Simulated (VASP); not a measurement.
# Si (Fd-3m) in VASP: vibrations by perturbation theory with PBE

Aim: the vibrations by perturbation theory of Si with PBE.

All numbers are computed with VASP 6.6.1; they aren't measurements. Logs are shortened: lines on timing, memory, paths and dates and some standing lists are left out, and cuts for length are marked.

**1. The cell of the first run**

It takes space group Fd-3m (No. 227, cubic). Conventional cell: a = 5.470 Å, b = 5.470 Å, c = 5.470 Å, α = 90.00°, β = 90.00°, γ = 90.00°. Si (site symmetry -43m) has 4 Si at 2.37 Å within 3.1 Å.

**2. Vibrations by perturbation theory, PBE**

INCAR

```
SYSTEM = Si
PREC     = Accurate       ! precision mode
ENCUT    = 520            ! plane-wave cutoff, eV
EDIFF    = 1E-8           ! SCF threshold, eV
ISMEAR   = 0              ! smearing method
SIGMA    = 0.01           ! smearing width, eV
LREAL    = .False.        ! projectors in reciprocal space
LASPH    = .True.         ! aspherical terms in the spheres
NELM     = 100            ! most SCF steps
ALGO     = Normal         ! electronic algorithm
ISIF     = 2              ! what is computed and relaxed
LWAVE    = .False.        ! write WAVECAR
LCHARG   = .False.        ! write CHGCAR
GGA      = PE             ! functional
IBRION   = 8              ! ionic algorithm
NSW      = 1              ! ionic steps
LEPSILON = .True.         ! dielectric tensor by DFPT
```

KPOINTS

```
Automatic mesh
0
Gamma
  8 8 8
  0 0 0
```

POSCAR

```
Si
1.0
    0.0000000000      2.7350468830      2.7350468830
    2.7350468830      0.0000000000      2.7350468830
    2.7350468830      2.7350468830      0.0000000000
Si
2
Direct
    0.7500000000      0.7500000000      0.7500000000
    0.5000000000      0.5000000000      0.5000000000
```

Potentials or basis: VASP PAW PBE potentials, release 64 (Si).

Started as:

```bash
cat potpaw_PBE.64/Si/POTCAR > POTCAR
mpirun -np 1 vasp_std > vasp.out
```

OUTCAR:

```text
SYSTEM = Si
   PREC = Accurate
   ENCUT = 520
   EDIFF = 1E-8
   ISMEAR = 0
   LREAL = .False.
   LASPH = .True.
   NELM = 100
   ISIF = 2
   GGA = PE
   IBRION = 8
   NSW = 1
   LEPSILON = .True.

 ion  position               nearest neighbor table
   1  0.750  0.750  0.750-   2 2.37   2 2.37   2 2.37   2 2.37
   2  0.500  0.500  0.500-   1 2.37   1 2.37   1 2.37   1 2.37

  LATTYP: Found a face centered cubic cell.
 ALAT       =     5.4700937660

  Lattice vectors:

 A1 = (   0.0000000000,   2.7350468830,   2.7350468830)
 A2 = (   2.7350468830,   0.0000000000,   2.7350468830)
 A3 = (   2.7350468830,   2.7350468830,   0.0000000000)

Analysis of symmetry for initial positions (statically):
=====================================================================
 Subroutine PRICEL returns:
 Original cell was already a primitive cell.

 Routine SETGRP: Setting up the symmetry group for a
 face centered cubic supercell.

 Subroutine GETGRP returns: Found 48 space group operations
 (whereof 24 operations were pure point group operations)
 out of a pool of 48 trial point group operations.

The static configuration has the point symmetry T_d .
 The point group associated with its full space group is O_h .

Analysis of symmetry for dynamics (positions and initial velocities):
=====================================================================
 Subroutine PRICEL returns:
 Original cell was already a primitive cell.

 Routine SETGRP: Setting up the symmetry group for a
 face centered cubic supercell.

 Subroutine GETGRP returns: Found 48 space group operations
 (whereof 24 operations were pure point group operations)
 out of a pool of 48 trial point group operations.

The dynamic configuration has the point symmetry T_d .
 The point group associated with its full space group is O_h .

 Subroutine INISYM returns: Found 48 space group operations
 (whereof 24 operations are pure point group operations),
[... 491 lines left out ...]
     0.00567  0.00000  0.00000
     0.00000 -0.00177 -8.67584
     0.00000 -8.67584 -0.00177

 MACROSCOPIC STATIC DIELECTRIC TENSOR (including local field effects in DFT)
 ------------------------------------------------------
          14.147901     0.000000    -0.000000
           0.000000    14.147901     0.000000
          -0.000000    -0.000000    14.147901
 ------------------------------------------------------

 PIEZOELECTRIC TENSOR (including local field effects)  for field in x, y, z        (e  Angst)
          XX          YY          ZZ          XY          YZ          ZX
  --------------------------------------------------------------------------------
  x     0.00000     0.00000     0.00000    -0.00000     0.00000    -0.00000
  y    -0.00000     0.00000    -0.00000     0.00000     0.00000     0.00000
  z    -0.00000    -0.00000     0.00000     0.00000     0.00000     0.00000

 PIEZOELECTRIC TENSOR (including local field effects)  for field in x, y, z        (C/m^2)
          XX          YY          ZZ          XY          YZ          ZX
  --------------------------------------------------------------------------------
  x     0.00000     0.00000     0.00000    -0.00000     0.00000    -0.00000
  y    -0.00000     0.00000    -0.00000     0.00000     0.00000     0.00000
  z    -0.00000    -0.00000     0.00000     0.00000     0.00000     0.00000

 BORN EFFECTIVE CHARGES (including local field effects) (in |e|, cummulative output)
 ---------------------------------------------------------------------------------
 ion    1
    1     0.00000     0.00000     0.00000
    2     0.00000     0.00000    -0.00000
    3     0.00000     0.00000     0.00000
 ion    2
    1     0.00000    -0.00000    -0.00000
    2     0.00000     0.00000     0.00000
    3    -0.00000    -0.00000     0.00000

 INTERNAL STRAIN TENSOR FOR ION    2 for displacements in x,y,z  (eV/Angst):
          X           Y           Z          XY          YZ          ZX
  --------------------------------------------------------------------------------
  x    -0.00000    -0.00000    -0.00000     0.00000     8.67584     0.00000
  y    -0.00000    -0.00000    -0.00000     0.00000     0.00000     8.67584
  z    -0.00000    -0.00000    -0.00000     8.67584     0.00000     0.00000

 SECOND DERIVATIVES (NOT SYMMETRIZED)
 ------------------------------------
               1X          1Y          1Z          2X          2Y          2Z
  1X   -13.047361    0.000000    0.000000   13.047361    0.000000    0.000000
  1Y     0.000000  -13.047361    0.000000    0.000000   13.047361    0.000000
  1Z     0.000000    0.000000  -13.047361    0.000000    0.000000   13.047361
  2X    13.047361    0.000000    0.000000  -13.047361    0.000000    0.000000
  2Y     0.000000   13.047361    0.000000    0.000000  -13.047361    0.000000
  2Z     0.000000    0.000000   13.047361    0.000000    0.000000  -13.047361

 Eigenvectors and eigenvalues of the dynamical matrix
 ----------------------------------------------------

   1 f  =   15.069188 THz    94.682501 2PiTHz  502.654008 cm-1    62.321126 meV
             X         Y         Z           dx          dy          dz
      4.102570  4.102570  4.102570     0.000000   -0.707107    0.000000
      2.735047  2.735047  2.735047     0.000000    0.707107    0.000000
[... 21 lines left out ...]
   6 f  =    0.000000 THz     0.000000 2PiTHz    0.000000 cm-1     0.000000 meV
             X         Y         Z           dx          dy          dz
      4.102570  4.102570  4.102570     0.000000    0.000000    0.707107
      2.735047  2.735047  2.735047     0.000000    0.000000    0.707107

--------------------------------------------------------------------------------------------------------

 MACROSCOPIC STATIC DIELECTRIC TENSOR IONIC CONTRIBUTION
 ------------------------------------------------------
           0.000000    -0.000000     0.000000
          -0.000000     0.000000     0.000000
           0.000000     0.000000     0.000000
 ------------------------------------------------------

 ELASTIC MODULI CONTR FROM IONIC RELAXATION (kBar)
 Direction    XX          YY          ZZ          XY          YZ          ZX
 --------------------------------------------------------------------------------
 XX          -0.0000     -0.0000     -0.0000      0.0000      0.0000      0.0000
 YY          -0.0000     -0.0000     -0.0000      0.0000      0.0000      0.0000
 ZZ          -0.0000     -0.0000     -0.0000      0.0000      0.0000      0.0000
 XY           0.0000      0.0000      0.0000   -225.8848      0.0000      0.0000
 YZ           0.0000      0.0000      0.0000      0.0000   -225.8848      0.0000
 ZX           0.0000      0.0000      0.0000      0.0000      0.0000   -225.8848
 --------------------------------------------------------------------------------

 PIEZOELECTRIC TENSOR IONIC CONTR  for field in x, y, z        (C/m^2)
          XX          YY          ZZ          XY          YZ          ZX
  --------------------------------------------------------------------------------
  x     0.00000     0.00000     0.00000    -0.00000     0.00000    -0.00000
  y    -0.00000    -0.00000    -0.00000     0.00000     0.00000     0.00000
  z     0.00000     0.00000     0.00000     0.00000    -0.00000    -0.00000
```

Wall time 98 s (1 thread of AMD EPYC 9R45 (Zen 5), shared host); peak memory 0.19 GiB.

Results:

| Item | Value |
| --- | --- |
| Electronic dielectric tensor (diagonal) | 14.15 |
| Born charges (mean of the diagonal) | Si +0.00 e |
| Highest phonon frequency at Γ | 503 cm⁻¹ |

Phonon frequencies in cm⁻¹ (negative: imaginary):
```csv
q point,frequencies
"(0.000, 0.000, 0.000)",0 0 0 503 503 503
```

Electronic dielectric tensor:
```
14.15  0.00  0.00
 0.00 14.15  0.00
 0.00  0.00 14.15
```

Born effective charge tensors (e):
atom 1, Si
```
0.00 0.00 0.00
0.00 0.00 0.00
0.00 0.00 0.00
```
atom 2, Si
```
0.00 0.00 0.00
0.00 0.00 0.00
0.00 0.00 0.00
```
